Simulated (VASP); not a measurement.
# Pt2Rh (Fd-3m) in VASP: notebook

Pt2Rh is run at these levels: PBE; tasks: single point, relaxation of cell and atoms.

All numbers are computed with VASP 6.6.1; they aren't measurements. Logs are shortened: lines on timing, memory, paths and dates and some standing lists are left out, and cuts for length are marked.

### Step 1. The cell of the first run

It takes space group Fd-3m (No. 227, cubic). Conventional cell: a = 7.333 Å, b = 7.333 Å, c = 7.333 Å, α = 90.00°, β = 90.00°, γ = 90.00°. Within 4.0 Å of Rh (site symmetry -43m) lie 12 Pt at 3.04 Å and 4 Rh at 3.18 Å. Within 3.4 Å of Pt (site symmetry -3m) lie 6 Pt at 2.59 Å and 6 Rh at 3.04 Å.

### Step 2. Single point, PBE

File INCAR:

```
SYSTEM = Pt2Rh
PREC = Accurate ; ENCUT = 520
EDIFF = 1E-7 ; ISMEAR = 0
SIGMA = 0.1 ; LREAL = .False.
LASPH = .True. ; NELM = 80
ALGO = Normal ; ISIF = 2
LWAVE = .False. ; LCHARG = .False.
GGA = PE ; NBANDS = 44
```

File KPOINTS:

```
regular mesh
0
Gamma
  4 4 4
  0 0 0
```

File POSCAR:

```
Pt2Rh
1.0
    0.0000000000      3.6665968640      3.6665968640
    3.6665968640      0.0000000000      3.6665968640
    3.6665968640      3.6665968640      0.0000000000
Rh Pt
2 4
Direct
    0.0000000000      0.0000000000      0.0000000000
    0.2500000000      0.2500000000      0.2500000000
    0.6250000000      0.6250000000      0.6250000000
    0.1250000000      0.6250000000      0.6250000000
    0.6250000000      0.6250000000      0.1250000000
    0.6250000000      0.1250000000      0.6250000000
```

Potentials or basis: VASP PAW PBE potentials, release 64 (Rh_pv, Pt).

On the command line:

```
$ cat potpaw_PBE.64/Rh_pv/POTCAR potpaw_PBE.64/Pt/POTCAR > POTCAR
$ mpirun -np 1 vasp_std > vasp.out
```

OUTCAR:

```text
SYSTEM = Pt2Rh
   PREC = Accurate
   ENCUT = 520
   EDIFF = 1E-7
   ISMEAR = 0
   LREAL = .False.
   LASPH = .True.
   NELM = 80
   ISIF = 2
   GGA = PE

 ion  position               nearest neighbor table
   1  0.000  0.000  0.000-   4 3.04   6 3.04   4 3.04   5 3.04   6 3.04   5 3.04   3 3.04   3 3.04
                             5 3.04   6 3.04   3 3.04   4 3.04   2 3.18   2 3.18   2 3.18   2 3.18
   2  0.250  0.250  0.250-   4 3.04   5 3.04   6 3.04   4 3.04   6 3.04   3 3.04   3 3.04   4 3.04
                             5 3.04   3 3.04   5 3.04   6 3.04   1 3.18   1 3.18   1 3.18   1 3.18
   3  0.625  0.625  0.625-   4 2.59   5 2.59   6 2.59   5 2.59   6 2.59   4 2.59   1 3.04   2 3.04
                             1 3.04   2 3.04   1 3.04   2 3.04
   4  0.125  0.625  0.625-   3 2.59   5 2.59   6 2.59   3 2.59   5 2.59   6 2.59   2 3.04   2 3.04
                             1 3.04   1 3.04   2 3.04   1 3.04
   5  0.625  0.625  0.125-   3 2.59   3 2.59   4 2.59   6 2.59   6 2.59   4 2.59   1 3.04   2 3.04
                             1 3.04   2 3.04   1 3.04   2 3.04
   6  0.625  0.125  0.625-   3 2.59   5 2.59   3 2.59   4 2.59   5 2.59   4 2.59   2 3.04   2 3.04
                             1 3.04   1 3.04   1 3.04   2 3.04

  LATTYP: Found a face centered cubic cell.
 ALAT       =     7.3331937280

  Lattice vectors:

 A1 = (   0.0000000000,   3.6665968640,   3.6665968640)
 A2 = (   3.6665968640,   0.0000000000,   3.6665968640)
 A3 = (   3.6665968640,   3.6665968640,   0.0000000000)

Analysis of symmetry for initial positions (statically):
=====================================================================
 Subroutine PRICEL returns:
 Original cell was already a primitive cell.

 Routine SETGRP: Setting up the symmetry group for a
 face centered cubic supercell.

 Subroutine GETGRP returns: Found 48 space group operations
 (whereof 24 operations were pure point group operations)
 out of a pool of 48 trial point group operations.

The static configuration has the point symmetry T_d .
 The point group associated with its full space group is O_h .

Analysis of symmetry for dynamics (positions and initial velocities):
=====================================================================
 Subroutine PRICEL returns:
 Original cell was already a primitive cell.

 Routine SETGRP: Setting up the symmetry group for a
 face centered cubic supercell.

 Subroutine GETGRP returns: Found 48 space group operations
 (whereof 24 operations were pure point group operations)
 out of a pool of 48 trial point group operations.

The dynamic configuration has the point symmetry T_d .
 The point group associated with its full space group is O_h .

 Subroutine INISYM returns: Found 48 space group operations
 (whereof 24 operations are pure point group operations),
 and found     1 'primitive' translations

----------------------------------------------------------------------------------------

                                     Primitive cell

  volume of cell :      98.5870

  direct lattice vectors                    reciprocal lattice vectors
     0.000000000  3.666596864  3.666596864    -0.136366232  0.136366232  0.136366232
     3.666596864  0.000000000  3.666596864     0.136366232 -0.136366232  0.136366232
     3.666596864  3.666596864  0.000000000     0.136366232  0.136366232 -0.136366232

  length of vectors
     5.185351013  5.185351013  5.185351013     0.236193243  0.236193243  0.236193243

  position of ions in fractional coordinates (direct lattice)
     0.000000000  0.000000000  0.000000000
     0.250000000  0.250000000  0.250000000
     0.625000000  0.625000000  0.625000000
     0.125000000  0.625000000  0.625000000
     0.625000000  0.625000000  0.125000000
     0.625000000  0.125000000  0.625000000

  ion indices of the primitive-cell ions
   primitive index   ion index
                 1           1
                 2           2
                 3           3
                 4           4
                 5           5
                 6           6

----------------------------------------------------------------------------------------

 KPOINTS: regular mesh

Automatic generation of k-mesh.
 Grid dimensions read from file:
 generate k-points for:    4    4    4

 Generating k-lattice:

  Cartesian coordinates                     Fractional coordinates (reciprocal lattice)
    -0.034091558  0.034091558  0.034091558     0.250000000  0.000000000  0.000000000
     0.034091558 -0.034091558  0.034091558     0.000000000  0.250000000  0.000000000
     0.034091558  0.034091558 -0.034091558     0.000000000  0.000000000  0.250000000

  Length of vectors
     0.059048311  0.059048311  0.059048311

  Shift w.r.t. Gamma in fractional coordinates (k-lattice)
     0.000000000  0.000000000  0.000000000

 Subroutine IBZKPT returns following result:
 ===========================================

 Found      8 irreducible k-points:

 Following reciprocal coordinates:
            Coordinates               Weight
  0.000000  0.000000  0.000000      1.000000
  0.250000  0.000000  0.000000      8.000000
  0.500000  0.000000  0.000000      4.000000
  0.250000  0.250000  0.000000      6.000000
  0.500000  0.250000  0.000000     24.000000
 -0.250000  0.250000  0.000000     12.000000
  0.500000  0.500000  0.000000      3.000000
 -0.250000  0.500000  0.250000      6.000000
   k-points           NKPTS =      8   k-points in BZ     NKDIM =      8   number of bands    NBANDS=     44
   number of dos      NEDOS =    301   number of ions     NIONS =      6
   total plane-waves  NPLWV =  64000
   dimension x,y,z NGX =    40 NGY =   40 NGZ =   40
   dimension x,y,z NGXF=    80 NGYF=   80 NGZF=   80
   ions per type =               2   4
   NGX,Y,Z   is equivalent  to a cutoff of  12.82, 12.82, 12.82 a.u.
   NGXF,Y,Z  is equivalent  to a cutoff of  25.65, 25.65, 25.65 a.u.
 SYSTEM =  Pt2Rh
   PREC   = accura    normal or accurate (medium, high low for compatibility)
   ISTART =      0    job   : 0-new  1-cont  2-samecut
   ICHARG =      2    charge: 1-file 2-atom 10-const
   ISPIN  =      1    spin polarized calculation?
   LNONCOLLINEAR =      F non collinear calculations
   LSORBIT =      F    spin-orbit coupling
   LASPH  =      T    aspherical Exc in radial PAW
   ENCUT  =  520.0 eV  38.22 Ry    6.18 a.u.   9.64  9.64  9.64*2*pi/ulx,y,z
   NELM   =     80;   NELMIN=  2; NELMDL= -5     # of ELM steps
   EDIFF  = 0.1E-06   stopping-criterion for ELM
   LREAL  =      F    real-space projection
   EDIFFG = 0.1E-05   stopping-criterion for IOM
   NSW    =      0    number of steps for IOM
   IBRION =     -1    ionic relax: 0-MD 1-quasi-New 2-CG
   NFREE  =      0    steps in history (QN), initial steepest desc. (CG)
   ISIF   =      2    stress and relaxation
   ISYM   =      2    0-nonsym 1-usesym 2-fastsym
   POTIM  = 0.5000    time-step for ionic-motion
   TEBEG  =    0.0;   TEEND  =   0.0 temperature during run
   PSTRESS=    0.0 pullay stress
   NELECT =      70.0000    total number of electrons
   NUPDOWN=      -1.0000    fix difference up-down
   EMIN   =  10.00;   EMAX   =-10.00  energy-range for DOS
   EFERMI =   0.00;   METHOD = LEGACY
   ISMEAR =     0;   SIGMA  =   0.10  broadening in eV -4-tet -1-fermi 0-gaus
   EFERMI_NEDOS =   21; number of points for ismear=-14 and -15
   IALGO  =     38    algorithm
   IMIX   =      4    mixing-type and parameters
     AMIX     =   0.40;   BMIX     =  1.00
     AMIX_MAG =   1.60;   BMIX_MAG =  1.00
  volume/ion in A,a.u.               =      16.43       110.88
  Fermi-wavevector in a.u.,A,eV,Ry     =   1.460498  2.759941 29.021974  2.133055
  Thomas-Fermi vector in A             =   2.576941
   LORBIT       =      0    0 simple, 1 ext, 2 COOP (PROOUT), +10 PAW based schemes
   GGA     = PE    functional components
   LHFCALC =     F    Hartree Fock is set to
   AEXX    =    0.0000 exact exchange contribution
   IVDW    =     0    specifies the selected vdW correction
   LEPSILON=     F    determine dielectric tensor
   LRPA    =     F    only Hartree local field effects (RPA)
 non-spin polarized calculation
 Gauss-broadening in eV      SIGMA  =   0.10
  energy-cutoff  :      520.00
  volume of cell :       98.59
 maximum number of plane-waves:      2685
 NGX is ok and might be reduce to    40
   NGX = 19   NGY = 19   NGZ = 19

 number of electron      69.9999998 magnetization

 Free energy of the ion-electron system (eV)
  ---------------------------------------------------
  ext. energy  EPLUGINS =         0.00000000
  ---------------------------------------------------
  free energy    TOTEN  =       -36.48142338 eV

  energy without entropy =      -36.42903169  energy(sigma->0) =      -36.45522754

 E-fermi :   9.5057     XC(G=0): -12.8881

 val. band max:        9.5035937048   @ k =   0.5000   0.2500   0.0000
 cond. band min:       9.5929654984   @ k =   0.5000   0.0000   0.0000
 fundamental gap:      0.0893717936
 Fermi energy:         9.5056882011

 k-point     1 :       0.0000    0.0000    0.0000
  band No.  band energies     occupation
      1     -36.2561      2.00000
      2     -36.2561      2.00000
      3     -36.2561      2.00000
      4     -36.2216      2.00000
      5     -36.2216      2.00000
      6     -36.2216      2.00000
[... 36 lines left out ...]
     43      16.0596      0.00000
     44      17.0722      0.00000

 k-point     2 :       0.2500    0.0000    0.0000
  band No.  band energies     occupation
      1     -36.2574      2.00000
      2     -36.2574      2.00000
      3     -36.2545      2.00000
      4     -36.2233      2.00000
      5     -36.2202      2.00000
      6     -36.2202      2.00000
[... 36 lines left out ...]
     43      15.8495      0.00000
     44      15.8920      0.00000

 k-point     3 :       0.5000    0.0000    0.0000
  band No.  band energies     occupation
      1     -36.2586      2.00000
      2     -36.2586      2.00000
      3     -36.2533      2.00000
      4     -36.2248      2.00000
      5     -36.2190      2.00000
      6     -36.2190      2.00000
[... 224 lines left out ...]
     43      19.0871      0.00000
     44      19.0871      0.00000

 k-point     8 :      -0.2500    0.5000    0.2500
  band No.  band energies     occupation
      1     -36.2615      2.00000
      2     -36.2615      2.00000
      3     -36.2389      2.00000
      4     -36.2389      2.00000
      5     -36.2163      2.00000
      6     -36.2163      2.00000
[... 36 lines left out ...]
     43      16.1124      0.00000
     44      16.1124      0.00000

------------------------ aborting loop because EDIFF is reached ----------------------------------------

  FORCE on cell =-STRESS in cart. coord.  units (eV):
  Direction    XX          YY          ZZ          XY          YZ          ZX
  --------------------------------------------------------------------------------------
  -------------------------------------------------------------------------------------
  Total       -0.2110888     -0.2110888     -0.2110888      0.0000000      0.0000000      0.0000000
  in kB       -3.4304909     -3.4304909     -3.4304909      0.0000000      0.0000000      0.0000000
  external PRESSURE =      -3.4304909 kB  Pullay stress =       0.0000000 kB

 VOLUME and BASIS-vectors are now :
 -----------------------------------------------------------------------------
  energy-cutoff  :      520.00
  volume of cell :       98.59
      direct lattice vectors                 reciprocal lattice vectors
     0.000000000  3.666596864  3.666596864    -0.136366232  0.136366232  0.136366232
     3.666596864  0.000000000  3.666596864     0.136366232 -0.136366232  0.136366232
     3.666596864  3.666596864  0.000000000     0.136366232  0.136366232 -0.136366232

 POSITION                                       TOTAL-FORCE (eV/Angst)
 -----------------------------------------------------------------------------------
      0.00000      0.00000      0.00000         0.000000      0.000000      0.000000
      1.83330      1.83330      1.83330        -0.000000     -0.000000     -0.000000
      4.58325      4.58325      4.58325         0.000000      0.000000      0.000000
      4.58325      2.74995      2.74995         0.000000      0.000000      0.000000
      2.74995      2.74995      4.58325         0.000000      0.000000      0.000000
      2.74995      4.58325      2.74995         0.000000      0.000000      0.000000
 -----------------------------------------------------------------------------------
    total drift:                               -0.000000     -0.000000      0.000000

  FREE ENERGIE OF THE ION-ELECTRON SYSTEM (eV)
  ---------------------------------------------------
  free  energy   TOTEN  =       -36.4814233771 eV

  energy  without entropy=      -36.4290316936  energy(sigma->0) =      -36.45522754
```

Run time: 36 s. Hardware: 1 thread of AMD EPYC 7R13 (Zen 3), shared host; peak memory 0.21 GiB.

Results:

| Item | Value |
| --- | --- |
| Free energy | -36.4814 eV |
| Pressure | -0.3 GPa |
| Band gap on the k mesh | zero (band 35 reaches 10.47 eV, above the bottom of band 36 at 9.31 eV) |

Levels at points of the mesh, in eV from the Fermi level:
| k point | band 31 | band 32 | band 33 | band 34 | band 35 | band 36 | band 37 | band 38 | band 39 | band 40 |
| --- | --- | --- | --- | --- | --- | --- | --- | --- | --- | --- |
| (0.00, 0.00, 0.00) | -0.42 | -0.42 | 0.25 | 0.25 | 0.97 | 1.30 | 1.30 | 1.30 | 3.52 | 3.52 |
| (0.50, 0.00, 0.00) | -1.11 | -0.83 | -0.66 | 0.09 | 0.09 | 0.13 | 0.13 | 1.30 | 1.96 | 3.37 |
| (0.50, 0.50, 0.00) | -0.57 | -0.57 | -0.25 | -0.25 | -0.20 | -0.20 | -0.10 | -0.10 | 2.81 | 2.81 |

Caveat: the k points lie up to 0.37 Å⁻¹ apart; spin-orbit coupling is left out, which moves the levels of the heavy elements.

### Step 3. Relaxation of cell and atoms, PBE

This run uses another cell than the first one, of 14.54 Å³/atom, 0.885 times its volume.

File INCAR:

```
SYSTEM = Pt2Rh
ALGO = Fast ; EDIFF = 1E-6
EDIFFG = -0.04 ; ENCUT = 600
GGA = PE ; IBRION = 2
ISIF = 3 ; ISMEAR = 0
LASPH = .TRUE. ; LCHARG = .FALSE.
LREAL = .FALSE. ; LWAVE = .FALSE.
NELM = 100 ; NSW = 90
PREC = Accurate ; SIGMA = 0.1
```

File KPOINTS:

```
k-points
0
G
  4 4 4
  0 0 0
```

POSCAR, as its differences from that of step 2:

```diff
@@ -2,5 +2,5 @@
 1.0
-    0.0000000000      3.6665968640      3.6665968640
-    3.6665968640      0.0000000000      3.6665968640
-    3.6665968640      3.6665968640      0.0000000000
+    0.0000000000      3.5203872253      3.5203872253
+    3.5203872253      0.0000000000      3.5203872253
+    3.5203872253      3.5203872253      0.0000000000
 Rh Pt
```

Potentials or basis: VASP PAW PBE potentials, release 64 (Rh_pv, Pt).

On the command line:

```
$ cat potpaw_PBE.64/Rh_pv/POTCAR potpaw_PBE.64/Pt/POTCAR > POTCAR
$ mpirun -np 1 vasp_std > vasp.out
```

Wall time 3.1 min (1 thread of AMD EPYC 7R13 (Zen 3), shared host); peak memory 0.23 GiB.

The run converged. Its results:

| Property | Result |
| --- | --- |
| Free energy | -36.4727 eV |
| Relaxed volume | 16.40 Å³/atom |
| Relaxed cell | a = 5.183 Å, b = 5.183 Å, c = 5.183 Å, α = 60.00°, β = 60.00°, γ = 60.00° |
| Space group after relaxing (to 0.05 Å) | Fd-3m (No. 227) |
| Energy gained by relaxing | 180.5 meV/atom |
| Ionic steps | 5 |
| Pressure after relaxing | 0.0 GPa |
| Band gap on the k mesh | zero (band 35 reaches 10.50 eV, above the bottom of band 36 at 9.33 eV) |

Step by step:
```csv
step,energy change (eV),largest force (eV/Å),pressure (GPa),volume (Å³)
1,0.0000,0.0000,35.27,87.26
2,3.3404,0.0000,-27.99,134.26
3,-1.0675,0.0000,-3.18,99.96
4,-1.0824,0.0000,-0.63,98.72
5,-1.0830,0.0000,0.00,98.43
```

Final structure:
```yaml
crystal:
  lattice:
    - [0.00000, 3.66464, 3.66464]
    - [3.66464, 0.00000, 3.66464]
    - [3.66464, 3.66464, 0.00000]
  atoms:
    - { symbol: Rh, position: [0.00000, 0.00000, 0.00000] }
    - { symbol: Rh, position: [0.25000, 0.25000, 0.25000] }
    - { symbol: Pt, position: [0.62500, 0.62500, 0.62500] }
    - { symbol: Pt, position: [0.12500, 0.62500, 0.62500] }
    - { symbol: Pt, position: [0.62500, 0.62500, 0.12500] }
    - { symbol: Pt, position: [0.62500, 0.12500, 0.62500] }
```

Levels at points of the mesh, in eV from the Fermi level:
| k point | band 31 | band 32 | band 33 | band 34 | band 35 | band 36 | band 37 | band 38 | band 39 | band 40 |
| --- | --- | --- | --- | --- | --- | --- | --- | --- | --- | --- |
| (0.00, 0.00, 0.00) | -0.42 | -0.42 | 0.25 | 0.25 | 0.97 | 1.30 | 1.30 | 1.30 | 3.53 | 3.53 |
| (0.50, 0.00, 0.00) | -1.11 | -0.83 | -0.66 | 0.09 | 0.09 | 0.13 | 0.13 | 1.30 | 1.96 | 3.37 |
| (0.50, 0.50, 0.00) | -0.57 | -0.57 | -0.25 | -0.25 | -0.20 | -0.20 | -0.10 | -0.10 | 2.82 | 2.82 |

Caveat: the k points lie up to 0.37 Å⁻¹ apart in the final cell; spin-orbit coupling is left out, which moves the levels of the heavy elements.
